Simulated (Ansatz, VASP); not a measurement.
**One calculation of SrO, two programs**

```
CELL_PARAMETERS angstrom
0.00000 2.56128 2.56128
2.56128 0.00000 2.56128
2.56128 2.56128 0.00000
ATOMIC_POSITIONS crystal
Sr 0.00000 0.00000 0.00000
O 0.50000 0.50000 0.50000
```

Alike in both runs: task single point; functional PBEsol; k mesh 6 × 6 × 6; no spin polarisation.

|  | VASP | Ansatz |
| --- | --- | --- |
| version | VASP 6.6.1 | Ansatz 0.2.0 |
| potentials or method | VASP PAW PBE potentials, release 64 (Sr_sv, O), cutoff 600 eV | scalar-relativistic, plane waves, PAW |
| occupations | gaussian, width 0.01 eV | fixed |
| valence electrons in the cell | 16 | 16 |

|  | VASP | Ansatz | Ansatz less VASP |
| --- | --- | --- | --- |
| gap on the k mesh at the Fermi level (eV) | 3.15 | 3.20 | +0.049 |
| least direct gap on the mesh (eV) | 3.23 | 3.27 | +0.039 |

VASP's potentials were made for PBE, not for PBEsol, and Ansatz warns of the same on its side.
